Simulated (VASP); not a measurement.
Write the native input for VASP 6.6.1 that does the following.

```yaml
Task: single point
Functional: PBEsol
Potentials_or_basis: VASP PAW PBE potentials, release 64 (Na_pv, Cl)
Cutoff: 400 eV
k_mesh: 2 × 2 × 2, shifted
Occupations: fermi-dirac, width 0.1034 eV
Spin: no spin polarisation
Dipole_correction: no
Further_INCAR_settings: LREAL = Auto; ALGO = Normal; EDIFF = 1e-06; NBANDS = 70; ISYM = -1
```

The structure of NaCl lies in POSCAR:

```
NaCl
1.0
    0.0000000000      5.7380282835     -5.7380282835
   -5.7380282835      0.0000000000     -5.7380282835
   -5.7380282835      5.7380282835      0.0000000000
Na Cl
8 8
Direct
    0.5166581365      0.4933375822      0.0325156989
    0.0307319852      0.4594487635     -0.0388237891
    0.5474410102      0.0191396756     -0.0794346032
    0.0281507849      0.0028377344      0.0198282397
    0.4415767708      0.5356782588      0.5158718036
    0.0113609583      0.5212751406      0.4412575845
    0.4796248579     -0.0182961803      0.4955350269
   -0.0179283710      0.0240494632      0.4886357058
    0.7336589839      0.7295415417      0.2946215872
    0.2519531847      0.7640689943      0.2672983513
    0.7197227507      0.2278151022      0.2732990188
    0.2430984009      0.2614932213      0.2237560424
    0.7780250949      0.7250922781      0.7648913151
    0.2179087377      0.7526208110      0.8057164015
    0.7539162037      0.2615427157      0.7442843236
    0.2773221778      0.2535251533      0.7069469336
```

This cell differs from its parent crystal: dynamics (nve) at 1200 K, volume x 1.04, from the last frame before.

One way to write it, as run:

INCAR

```
SYSTEM = NaCl
  PREC = Accurate
  ENCUT = 400
  EDIFF = 1E-6
  ISMEAR = -1
  SIGMA = 0.1034
  LREAL = Auto
  LASPH = .True.
  NELM = 120
  ALGO = Normal
  ISIF = 2
  LWAVE = .False.
  LCHARG = .False.
  GGA = PS
  NBANDS = 70
  GGA_COMPAT = .False.
  ISYM = -1
```

KPOINTS

```
explicit points
4
Reciprocal
  0.25000000   0.25000000   0.25000000 2
  0.25000000   0.25000000   0.75000000 2
  0.25000000   0.75000000   0.25000000 2
  0.25000000   0.75000000   0.75000000 2
```

Potentials or basis: VASP PAW PBE potentials, release 64 (Na_pv, Cl).

Run with:

```console
$ cat potpaw_PBE.64/Na_pv/POTCAR potpaw_PBE.64/Cl/POTCAR > POTCAR
$ mpirun -np 1 vasp_std > vasp.out
```

It gave:

```yaml
Pressure: -0.5 GPa
Largest_force: 0.810 eV/Å
Band_gap_on_the_k_mesh: 4.87 eV
```

Caveat: the atoms stand as in a frame of molecular dynamics; the PAW data sets were made with another functional, which shifts forces and pressure a little; a shifted mesh leaves out Γ, where band edges can lie.

Wall time 4.5 min on 1 thread of Intel Xeon 8259CL, on a shared host, peak memory 0.39 GiB.
